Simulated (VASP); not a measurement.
# ZrN (Fm-3m) in VASP: single point with PBE

Aim: the single point of ZrN with PBE.

All numbers are computed with VASP 6.6.1; they aren't measurements. Logs are shortened: lines on timing, memory, paths and dates and some standing lists are left out, and cuts for length are marked.

## Step 1: The cell of the first run

Symmetry: Fm-3m, No. 225, cubic system. The conventional cell has a = 4.921 Å, b = 4.921 Å, c = 4.921 Å, α = 90.00°, β = 90.00°, γ = 90.00°. Zr (site symmetry m-3m) has 6 N at 2.46 Å within 3.2 Å. Within 3.2 Å of N (site symmetry m-3m) lie 6 Zr at 2.46 Å.

## Step 2: Single point, PBE, collinear spin, zero start

INCAR

```
SYSTEM = ZrN
PREC = Accurate ; ENCUT = 600
EDIFF = 1E-6 ; ISMEAR = -1
SIGMA = 0.1 ; LREAL = .FALSE.
LASPH = .TRUE. ; NELM = 200
ALGO = Normal ; ISIF = 2
LWAVE = .FALSE. ; LCHARG = .FALSE.
ISPIN = 2 ; MAGMOM = 0 0
LORBIT = 11 ; LMAXMIX = 4
GGA = PE ; NBANDS = 20
GGA_COMPAT = .FALSE.
```

KPOINTS

```
Automatic mesh
0
G
  6 6 6
  0 0 0
```

POSCAR

```
ZrN
1.0
    0.0000000000      2.4605000000      2.4605000000
    2.4605000000      0.0000000000      2.4605000000
    2.4605000000      2.4605000000      0.0000000000
Zr N
1 1
Direct
    0.0000000000      0.0000000000      0.0000000000
    0.5000000000      0.5000000000      0.5000000000
```

Potentials or basis: VASP PAW PBE potentials, release 64 (Zr_sv, N).

Command:

```
cat potpaw_PBE.64/Zr_sv/POTCAR potpaw_PBE.64/N/POTCAR > POTCAR
mpirun -np 1 vasp_std > vasp.out
```

OUTCAR:

```text
SYSTEM = ZrN
   PREC = Accurate
   ENCUT = 600
   EDIFF = 1E-6
   ISMEAR = -1
   LREAL = .FALSE.
   LASPH = .TRUE.
   NELM = 200
   ISIF = 2
   ISPIN = 2
   LORBIT = 11
   GGA = PE

 ion  position               nearest neighbor table
   1  0.000  0.000  0.000-   2 2.46   2 2.46   2 2.46   2 2.46   2 2.46   2 2.46
   2  0.500  0.500  0.500-   1 2.46   1 2.46   1 2.46   1 2.46   1 2.46   1 2.46

  LATTYP: Found a face centered cubic cell.
 ALAT       =     4.9210000000

  Lattice vectors:

 A1 = (   0.0000000000,   2.4605000000,   2.4605000000)
 A2 = (   2.4605000000,   0.0000000000,   2.4605000000)
 A3 = (   2.4605000000,   2.4605000000,   0.0000000000)

Analysis of symmetry for initial positions (statically):
=====================================================================
 Subroutine PRICEL returns:
 Original cell was already a primitive cell.

 Routine SETGRP: Setting up the symmetry group for a
 face centered cubic supercell.

 Subroutine GETGRP returns: Found 48 space group operations
 (whereof 48 operations were pure point group operations)
 out of a pool of 48 trial point group operations.

The static configuration has the point symmetry O_h .

Analysis of symmetry for dynamics (positions and initial velocities):
=====================================================================
 Subroutine PRICEL returns:
 Original cell was already a primitive cell.

 Routine SETGRP: Setting up the symmetry group for a
 face centered cubic supercell.

 Subroutine GETGRP returns: Found 48 space group operations
 (whereof 48 operations were pure point group operations)
 out of a pool of 48 trial point group operations.

The dynamic configuration has the point symmetry O_h .

Analysis of structural, dynamic, and magnetic symmetry:
=====================================================================
 Subroutine PRICEL returns:
 Original cell was already a primitive cell.

 Routine SETGRP: Setting up the symmetry group for a
 face centered cubic supercell.

 Subroutine GETGRP returns: Found 48 space group operations
 (whereof 48 operations were pure point group operations)
 out of a pool of 48 trial point group operations.

The overall configuration has the point symmetry O_h .

 Subroutine INISYM returns: Found 48 space group operations
 (whereof 48 operations are pure point group operations),
 and found     1 'primitive' translations
[... 104 lines left out ...]
   IMIX   =      4    mixing-type and parameters
     AMIX     =   0.40;   BMIX     =  1.00
     AMIX_MAG =   1.60;   BMIX_MAG =  1.00
  volume/ion in A,a.u.               =      14.90       100.52
  Fermi-wavevector in a.u.,A,eV,Ry     =   1.357869  2.566000 25.086522  1.843807
  Thomas-Fermi vector in A             =   2.484750
   LORBIT       =     11    0 simple, 1 ext, 2 COOP (PROOUT), +10 PAW based schemes
   GGA     = PE    functional components
   LHFCALC =     F    Hartree Fock is set to
   AEXX    =    0.0000 exact exchange contribution
   IVDW    =     0    specifies the selected vdW correction
   LEPSILON=     F    determine dielectric tensor
   LRPA    =     F    only Hartree local field effects (RPA)
 spin polarized calculation
  energy-cutoff  :      600.00
  volume of cell :       29.79
 maximum number of plane-waves:      1018
   NGX = 13   NGY = 13   NGZ = 13

 number of electron      17.0000000 magnetization      -0.0000035

 number of electron      17.0000000 magnetization       0.0000023

 Free energy of the ion-electron system (eV)
  ---------------------------------------------------
  ext. energy  EPLUGINS =         0.00000000
  ---------------------------------------------------
  free energy    TOTEN  =       -19.73371253 eV

  energy without entropy =      -19.71464002  energy(sigma->0) =      -19.72417628

 E-fermi :   9.4255     XC(G=0): -11.4290

 val. band max:        9.0990260119   @ k =   0.5000   0.3333   0.1667
 cond. band min:       9.4316484362   @ k =   0.1667   0.0000   0.0000
 fundamental gap:      0.3326224244
 Fermi energy:         9.4254777985

 spin component 1

 k-point     1 :       0.0000    0.0000    0.0000
  band No.  band energies     occupation
      1     -40.8048      1.00000
      2     -18.5612      1.00000
      3     -18.5612      1.00000
      4     -18.5612      1.00000
      5      -5.8928      1.00000
      6       7.0813      1.00000
[... 344 lines left out ...]
      6       4.9535      1.00000
[... 12 lines left out ...]
     19      26.0029      0.00000
     20      30.0513      0.00000
 Fermi energy:         9.4254777985

 spin component 2

 k-point     1 :       0.0000    0.0000    0.0000
  band No.  band energies     occupation
      1     -40.8048      1.00000
      2     -18.5612      1.00000
      3     -18.5612      1.00000
      4     -18.5612      1.00000
      5      -5.8928      1.00000
      6       7.0813      1.00000
[... 357 lines left out ...]
     19      26.0029      0.00000
     20      30.0513      0.00000

------------------------ aborting loop because EDIFF is reached ----------------------------------------

  FORCE on cell =-STRESS in cart. coord.  units (eV):
  Direction    XX          YY          ZZ          XY          YZ          ZX
  --------------------------------------------------------------------------------------
  -------------------------------------------------------------------------------------
  Total       -6.1069386     -6.1069386     -6.1069386      0.0000000     -0.0000000      0.0000000
  in kB     -328.4233559   -328.4233559   -328.4233559      0.0000000     -0.0000000      0.0000000
  external PRESSURE =    -328.4233559 kB  Pullay stress =       0.0000000 kB

 VOLUME and BASIS-vectors are now :
 -----------------------------------------------------------------------------
  energy-cutoff  :      600.00
  volume of cell :       29.79
      direct lattice vectors                 reciprocal lattice vectors
     0.000000000  2.460500000  2.460500000    -0.203210730  0.203210730  0.203210730
     2.460500000  0.000000000  2.460500000     0.203210730 -0.203210730  0.203210730
     2.460500000  2.460500000  0.000000000     0.203210730  0.203210730 -0.203210730

 POSITION                                       TOTAL-FORCE (eV/Angst)
 -----------------------------------------------------------------------------------
      0.00000      0.00000      0.00000        -0.000000     -0.000000     -0.000000
      2.46050      2.46050      2.46050         0.000000      0.000000      0.000000
 -----------------------------------------------------------------------------------
    total drift:                                0.000000      0.000000      0.000000

  FREE ENERGIE OF THE ION-ELECTRON SYSTEM (eV)
  ---------------------------------------------------
  free  energy   TOTEN  =       -19.7337125317 eV

  energy  without entropy=      -19.7146400192  energy(sigma->0) =      -19.72417628

 total charge

# of ion       s       p       d       tot
------------------------------------------
    1        2.129   5.982   1.456   9.567
    2        1.232   2.340   0.000   3.572
--------------------------------------------------
tot          3.361   8.322   1.456  13.139

 magnetization (x)

# of ion       s       p       d       tot
------------------------------------------
    1        0.000  -0.000   0.000   0.000
    2        0.000   0.000   0.000   0.000
--------------------------------------------------
tot          0.000   0.000   0.000   0.000
```

OSZICAR:

```text
N       E                     dE             d eps       ncg     rms          rms(c)
DAV:   1     0.125824147330E+03    0.12582E+03   -0.94065E+03  1280   0.924E+02
DAV:   2    -0.177830701203E+02   -0.14361E+03   -0.13490E+03  1464   0.271E+02
DAV:   3    -0.233048061388E+02   -0.55217E+01   -0.54418E+01  1904   0.480E+01
DAV:   4    -0.234046191438E+02   -0.99813E-01   -0.99705E-01  1608   0.526E+00
DAV:   5    -0.234055551917E+02   -0.93605E-03   -0.93583E-03  1788   0.422E-01    0.151E+01
DAV:   6    -0.200978141269E+02    0.33077E+01   -0.49217E+00  1496   0.198E+01    0.614E+00
DAV:   7    -0.197920477519E+02    0.30577E+00   -0.64326E-01  1480   0.642E+00    0.413E+00
DAV:   8    -0.197553063433E+02    0.36741E-01   -0.32657E-01  1380   0.431E+00    0.236E+00
DAV:   9    -0.197350489343E+02    0.20257E-01   -0.56638E-02  1360   0.211E+00    0.737E-01
DAV:  10    -0.197340751604E+02    0.97377E-03   -0.52742E-03  1664   0.674E-01    0.213E-01
DAV:  11    -0.197337184160E+02    0.35674E-03   -0.34829E-04  1576   0.172E-01    0.663E-02
DAV:  12    -0.197337142251E+02    0.41909E-05   -0.20342E-05  1540   0.321E-02    0.191E-02
DAV:  13    -0.197337130250E+02    0.12001E-05   -0.83050E-07  1276   0.626E-03    0.492E-03
DAV:  14    -0.197337125317E+02    0.49333E-06   -0.13508E-07   820   0.328E-03
   1 F= -.19733713E+02 E0= -.19724176E+02  d E =-.190725E-01  mag=    -0.0000
```

stdout:

```text
POSCAR found type information on POSCAR ZrN
 POSCAR found :  2 types and       2 ions
 scaLAPACK will be used
 LDA part: xc-table for (Slater+PW92), standard interpolation
 POSCAR, INCAR and KPOINTS ok, starting setup
 FFT: planning ... GRIDC
 FFT: planning ... GRID_SOFT
 FFT: planning ... GRID
 WAVECAR not read
 entering main loop
```

Run time: 56 s. Hardware: 1 thread of Intel Xeon 8259CL, shared host; peak memory 0.18 GiB.

Results:

- Free energy: -19.7337 eV
- Pressure: -32.8 GPa
- Net moment: 0.00 μB per cell
- Valence electrons inside the program's atomic spheres: Zr 9.57; N 3.57

Levels at points of the mesh, in eV from the Fermi level:
Spin up:
```tsv
k point	band 6	band 7	band 8	band 9	band 10	band 11
(0.00, 0.00, 0.00)	-2.34	-2.34	-2.34	-0.38	-0.38	-0.38
(0.50, 0.00, 0.00)	-6.62	-4.74	-4.74	2.14	2.15	2.15
(0.50, 0.50, 0.00)	-4.47	-2.96	-2.96	-2.73	2.40	3.04
```
Spin down:
```
           k point  band 4  band 5  band 6  band 7  band 8  band 9  band 10  band 11  band 12  band 13
(0.00, 0.00, 0.00)  -27.99  -15.32   -2.34   -2.34   -2.34   -0.38    -0.38    -0.38     1.10     1.10
(0.50, 0.00, 0.00)  -28.04  -13.94   -6.62   -4.74   -4.74    2.14     2.15     2.15     3.80     5.65
(0.50, 0.50, 0.00)  -28.15  -14.73   -4.47   -2.96   -2.96   -2.73     2.40     3.04     3.18     3.18
```

Caveat: the k points lie up to 0.37 Å⁻¹ apart.
